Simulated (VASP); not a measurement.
# SnSe2 (P4_2/mnm) in VASP: a series of runs

SnSe2 is run at these levels: PBE, PBEsol; tasks: relaxation of cell and atoms.

Everything below comes from runs of VASP 6.6.1. Logs are shortened: lines on timing, memory, paths and dates and some standing lists are left out, and cuts for length are marked.

### Step 1. The cell of the first run

Symmetry: P4_2/mnm, No. 136, tetragonal system. Conventional cell: a = 6.325 Å, b = 6.325 Å, c = 4.174 Å, α = 90.00°, β = 90.00°, γ = 90.00°. Sn (site symmetry mmm) has 6 Se at 2.72 to 2.73 Å within 3.6 Å. Within 3.6 Å of Se (site symmetry m2m) lie 3 Sn at 2.72 to 2.73 Å and 1 Se at 3.49 Å.

### Step 2. Relaxation of cell and atoms, PBE

The input, INCAR:

```
SYSTEM = SnSe2
PREC = Accurate
ENCUT = 600
EDIFF = 1E-6
ISMEAR = -1
SIGMA = 0.02
LREAL = .FALSE.
LASPH = .TRUE.
NELM = 60
ALGO = Normal
ISIF = 3
LWAVE = .FALSE.
LCHARG = .FALSE.
GGA = PE
IBRION = 2
NSW = 80
EDIFFG = -0.005
```

The input, KPOINTS:

```
regular mesh
0
G
  4 4 6
  0 0 0
```

The input, POSCAR:

```
SnSe2
1.0
    6.3247453900      0.0000000000      0.0000000000
    0.0000000000      6.3247453900      0.0000000000
    0.0000000000      0.0000000000      4.1743319574
Sn Se
2 4
Direct
    0.0000000000      0.0000000000      0.0000000000
    0.5000000000      0.5000000000      0.5000000000
    0.3050000000      0.3050000000      0.0000000000
    0.1950000000      0.8050000000      0.5000000000
    0.8050000000      0.1950000000      0.5000000000
    0.6950000000      0.6950000000      0.0000000000
```

Potentials or basis: VASP PAW PBE potentials, release 64 (Sn_d, Se).

Started as:

```sh
$ cat potpaw_PBE.64/Sn_d/POTCAR potpaw_PBE.64/Se/POTCAR > POTCAR
$ mpirun -np 1 vasp_std > vasp.out
```

OUTCAR:

```text
SYSTEM = SnSe2
   PREC = Accurate
   ENCUT = 600
   EDIFF = 1E-6
   ISMEAR = -1
   LREAL = .FALSE.
   LASPH = .TRUE.
   NELM = 60
   ISIF = 3
   GGA = PE
   IBRION = 2
   NSW = 80
   EDIFFG = -0.005

 ion  position               nearest neighbor table
   1  0.000  0.000  0.000-   4 2.72   5 2.72   4 2.72   5 2.72   3 2.73   6 2.73
   2  0.500  0.500  0.500-   3 2.72   6 2.72   3 2.72   6 2.72   5 2.73   4 2.73
   3  0.305  0.305  0.000-   2 2.72   2 2.72   1 2.73
   4  0.195  0.805  0.500-   1 2.72   1 2.72   2 2.73
   5  0.805  0.195  0.500-   1 2.72   1 2.72   2 2.73
   6  0.695  0.695  0.000-   2 2.72   2 2.72   1 2.73

  LATTYP: Found a simple tetragonal cell.
 ALAT       =     6.3247453900
 C/A-ratio  =     0.6600000000

  Lattice vectors:

 A1 = (   6.3247453900,   0.0000000000,   0.0000000000)
 A2 = (   0.0000000000,   6.3247453900,   0.0000000000)
 A3 = (   0.0000000000,   0.0000000000,   4.1743319574)

Analysis of symmetry for initial positions (statically):
=====================================================================
 Subroutine PRICEL returns:
 Original cell was already a primitive cell.

 Routine SETGRP: Setting up the symmetry group for a
 simple tetragonal supercell.

 Subroutine GETGRP returns: Found 16 space group operations
 (whereof  8 operations were pure point group operations)
 out of a pool of 16 trial point group operations.

The static configuration has the point symmetry D_2h.
 The point group associated with its full space group is D_4h.

Analysis of symmetry for dynamics (positions and initial velocities):
=====================================================================
 Subroutine PRICEL returns:
 Original cell was already a primitive cell.

 Routine SETGRP: Setting up the symmetry group for a
 simple tetragonal supercell.

 Subroutine GETGRP returns: Found 16 space group operations
 (whereof  8 operations were pure point group operations)
 out of a pool of 16 trial point group operations.

The dynamic configuration has the point symmetry D_2h.
 The point group associated with its full space group is D_4h.

 Subroutine INISYM returns: Found 16 space group operations
 (whereof  8 operations are pure point group operations),
 and found     1 'primitive' translations

----------------------------------------------------------------------------------------

                                     Primitive cell

  volume of cell :     166.9833

  direct lattice vectors                    reciprocal lattice vectors
     6.324745390  0.000000000  0.000000000     0.158109131  0.000000000  0.000000000
[... 99 lines left out ...]
   ISIF   =      3    stress and relaxation
   ISYM   =      2    0-nonsym 1-usesym 2-fastsym
   POTIM  = 0.5000    time-step for ionic-motion
   TEBEG  =    0.0;   TEEND  =   0.0 temperature during run
   PSTRESS=    0.0 pullay stress
   NELECT =      52.0000    total number of electrons
   NUPDOWN=      -1.0000    fix difference up-down
   EMIN   =  10.00;   EMAX   =-10.00  energy-range for DOS
   EFERMI =   0.00;   METHOD = LEGACY
   ISMEAR =    -1;   SIGMA  =   0.02  broadening in eV -4-tet -1-fermi 0-gaus
   EFERMI_NEDOS =   21; number of points for ismear=-14 and -15
   IALGO  =     38    algorithm
   IMIX   =      4    mixing-type and parameters
     AMIX     =   0.40;   BMIX     =  1.00
     AMIX_MAG =   1.60;   BMIX_MAG =  1.00
  volume/ion in A,a.u.               =      27.83       187.81
  Fermi-wavevector in a.u.,A,eV,Ry     =   1.109647  2.096929 16.753083  1.231317
  Thomas-Fermi vector in A             =   2.246189
   LORBIT       =      0    0 simple, 1 ext, 2 COOP (PROOUT), +10 PAW based schemes
   GGA     = PE    functional components
   LHFCALC =     F    Hartree Fock is set to
   AEXX    =    0.0000 exact exchange contribution
   IVDW    =     0    specifies the selected vdW correction
   LEPSILON=     F    determine dielectric tensor
   LRPA    =     F    only Hartree local field effects (RPA)
 conjugate gradient relaxation of ions
 non-spin polarized calculation
  energy-cutoff  :      600.00
  volume of cell :      166.98
 maximum number of plane-waves:      5608
 NGX is ok and might be reduce to    54
   NGX = 25   NGY = 25   NGZ = 17

--------------------------------------- Ionic step        1  -------------------------------------------

 number of electron      51.9999991 magnetization

 Free energy of the ion-electron system (eV)
  ---------------------------------------------------
  ext. energy  EPLUGINS =         0.00000000
  ---------------------------------------------------
  free energy    TOTEN  =       -22.47072114 eV

  energy without entropy =      -22.46756284  energy(sigma->0) =      -22.46914199

------------------------ aborting loop because EDIFF is reached ----------------------------------------

  FORCE on cell =-STRESS in cart. coord.  units (eV):
  Direction    XX          YY          ZZ          XY          YZ          ZX
  --------------------------------------------------------------------------------------
  -------------------------------------------------------------------------------------
  Total        1.9862337      1.9862337      0.2491306      0.0000000      0.0000000      0.0000000
  in kB       19.0575847     19.0575847      2.3903666      0.0000000      0.0000000      0.0000000
  external PRESSURE =      13.5018453 kB  Pullay stress =       0.0000000 kB
[... 101 lines left out ...]
  FREE ENERGIE OF THE ION-ELECTRON SYSTEM (eV)
  ---------------------------------------------------
  free  energy   TOTEN  =       -22.5041587039 eV

  energy  without entropy=      -22.5006676166  energy(sigma->0) =      -22.50241316

[... ionic steps 4 to 9 ...]

--------------------------------------- Ionic step       10  -------------------------------------------

 number of electron      51.9999994 magnetization

------------------------ aborting loop because EDIFF is reached ----------------------------------------
[... 75 lines left out ...]
--------------------------------------- Ionic step       12  -------------------------------------------

 number of electron      51.9999993 magnetization

 Free energy of the ion-electron system (eV)
  ---------------------------------------------------
  ext. energy  EPLUGINS =         0.00000000
  ---------------------------------------------------
  free energy    TOTEN  =       -22.54171062 eV

  energy without entropy =      -22.54003090  energy(sigma->0) =      -22.54087076

 E-fermi :   3.3832     XC(G=0):  -8.9223

 val. band max:        3.2496687618   @ k =   0.2500   0.2500   0.1667
 cond. band min:       3.3895907552   @ k =   0.2500   0.2500   0.0000
 fundamental gap:      0.1399219935
 Fermi energy:         3.3832255959

 k-point     1 :       0.0000    0.0000    0.0000
  band No.  band energies     occupation
      1     -18.5049      2.00000
      2     -18.4866      2.00000
      3     -18.4229      2.00000
      4     -18.4229      2.00000
      5     -18.4178      2.00000
      6     -18.4156      2.00000
[... 838 lines left out ...]
  FREE ENERGIE OF THE ION-ELECTRON SYSTEM (eV)
  ---------------------------------------------------
  free  energy   TOTEN  =       -22.5417106155 eV

  energy  without entropy=      -22.5400309012  energy(sigma->0) =      -22.54087076

 reached required accuracy - stopping structural energy minimisation
```

CONTCAR:

```text
SnSe2
   1.00000000000000
     6.5773541367600785   -0.0000000000000000    0.0000000000000000
     0.0000000000000000    6.5773541367600785    0.0000000000000000
     0.0000000000000000    0.0000000000000000    4.0155567149314946
  Sn              Se
     2     4
Direct
     0.0000000000000000    0.0000000000000000    0.0000000000000000
     0.5000000000000000    0.5000000000000000    0.5000000000000000
     0.3069349666071214    0.3069349666071214    0.0000000000000000
     0.1930650333928786    0.8069349666071213    0.5000000000000000
     0.8069349666071214    0.1930650333928786    0.5000000000000000
     0.6930650333928786    0.6930650333928786    0.0000000000000000

  0.00000000E+00  0.00000000E+00  0.00000000E+00
  0.00000000E+00  0.00000000E+00  0.00000000E+00
  0.00000000E+00  0.00000000E+00  0.00000000E+00
  0.00000000E+00  0.00000000E+00  0.00000000E+00
  0.00000000E+00  0.00000000E+00  0.00000000E+00
  0.00000000E+00  0.00000000E+00  0.00000000E+00
```

Run time: 23 min. Hardware: 1 thread of Oxide Virtual Turin-like, shared host; peak memory 0.37 GiB.

Results:

```
Free energy                           : -22.5417 eV
Relaxed volume                        : 28.95 Å³/atom
Relaxed cell                          : a = 6.577 Å, b = 6.577 Å, c = 4.016 Å, α = 90.00°, β = 90.00°, γ = 90.00°
Space group after relaxing (to 0.1 Å) : P4_2/mnm (No. 136)
Energy gained by relaxing             : 11.8 meV/atom
Ionic steps                           : 12
Pressure after relaxing               : 0.0 GPa
Band gap on the k mesh                : zero (bands 26 and 27 overlap by 0.03 eV)
```

The path:
| step | energy change (eV) | largest force (eV/Å) | pressure (GPa) | volume (Å³) |
| --- | --- | --- | --- | --- |
| 1 | 0.0000 | 0.0327 | 1.35 | 166.98 |
| 2 | -0.0333 | 0.0643 | -0.33 | 172.70 |
| 3 | -0.0334 | 0.0668 | -0.42 | 173.08 |
| 4 | -0.0516 | 0.0386 | -0.28 | 173.02 |
| 5 | -0.0701 | 0.0109 | 0.15 | 172.77 |
| 6 | -0.0703 | 0.0072 | 0.24 | 172.72 |
| 7 | -0.0703 | 0.0081 | 0.21 | 172.73 |
| 8 | -0.0707 | 0.0275 | -0.13 | 174.14 |
| 9 | -0.0709 | 0.0199 | 0.00 | 173.61 |
| 10 | -0.0709 | 0.0201 | -0.01 | 173.63 |
| 11 | -0.0710 | 0.0089 | 0.00 | 173.68 |
| 12 | -0.0710 | 0.0000 | 0.00 | 173.72 |

Final structure:
```cif
data_structure
_symmetry_space_group_name_H-M 'P 1'
_symmetry_Int_Tables_number 1
_cell_length_a 6.5774
_cell_length_b 6.5774
_cell_length_c 4.0156
_cell_angle_alpha 90.000
_cell_angle_beta 90.000
_cell_angle_gamma 90.000
_cell_volume 173.72
loop_
_atom_site_label
_atom_site_type_symbol
_atom_site_fract_x
_atom_site_fract_y
_atom_site_fract_z
_atom_site_occupancy
Sn1 Sn 0.00000 0.00000 0.00000 1
Sn2 Sn 0.50000 0.50000 0.50000 1
Se1 Se 0.30694 0.30694 0.00000 1
Se2 Se 0.19306 0.80693 0.50000 1
Se3 Se 0.80693 0.19306 0.50000 1
Se4 Se 0.69307 0.69307 0.00000 1
```

Caveat: the structure was generated, so it needn't be the stable form of SnSe2; semilocal functionals underestimate gaps, and a narrow one can read as zero; spin-orbit coupling is left out, which moves the levels of the heavy elements.

(Part 1 of 2 ends here.)

The gap in the log of VASP goes by the Fermi energy; the results here count the filled bands.